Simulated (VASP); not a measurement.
Write the native input for VASP 6.6.1 that does the following.

```yaml
Task: single point
Functional: PBE
Potentials_or_basis: VASP PAW PBE potentials, release 64 (Ho_3, Nb_sv, As), 4f in core
Cutoff: 500 eV
k_mesh: 4 × 4 × 4
Occupations: gaussian, width 0.1 eV
Spin: no spin polarisation
Dipole_correction: no
Further_INCAR_settings: ALGO = Normal; EDIFF = 1e-06; NBANDS = 34
```

The structure of HoNb2As3 lies in POSCAR:

```
HoNb2As3
1.0
   -2.7175633589      2.7175633589      4.9297845371
    2.7175633589     -2.7175633589      4.9297845371
    2.7175633589      2.7175633589     -4.9297845371
Ho Nb As
1 2 3
Direct
    0.5000000000      0.5000000000      0.0000000000
    0.7500000000      0.2500000000      0.5000000000
    0.2500000000      0.7500000000      0.5000000000
    0.5000000000      0.0000000000      0.5000000000
    0.0000000000      0.5000000000      0.5000000000
    0.0000000000      0.0000000000      0.0000000000
```

The cell was generated, and may not be a known phase.

These files were run (other wordings do the same):

INCAR

```
SYSTEM = HoNb2As3
  ALGO = Normal
  EDIFF = 1E-6
  ENCUT = 500
  GGA = PE
  GGA_COMPAT = .False.
  ISIF = 2
  ISMEAR = 0
  LASPH = .True.
  LCHARG = .False.
  LMAXMIX = 6
  LREAL = .False.
  LWAVE = .False.
  NBANDS = 34
  NELM = 200
  PREC = Accurate
  SIGMA = 0.1
```

KPOINTS

```
k-points
0
Gamma
  4 4 4
  0 0 0
```

Potentials or basis: VASP PAW PBE potentials, release 64 (Ho_3, Nb_sv, As), 4f in core.

The run is started by

```console
$ cat potpaw_PBE.64/Ho_3/POTCAR potpaw_PBE.64/Nb_sv/POTCAR potpaw_PBE.64/As/POTCAR > POTCAR
$ mpirun -np 1 vasp_std > vasp.out
```

Results of the run:

```yaml
Pressure: 0.2 GPa
Band_gap_on_the_k_mesh: zero (bands 25 and 26 overlap by 0.08 eV)
```

Caveat: spin-orbit coupling is left out, which moves the levels of the heavy elements; the 4f electrons are frozen in the core, so they carry no moment and show no levels.

Wall time 120 s on 1 thread of Intel(R) Xeon(R) 6975P-C (Granite Rapids), with other jobs on the host, peak memory 0.35 GiB.
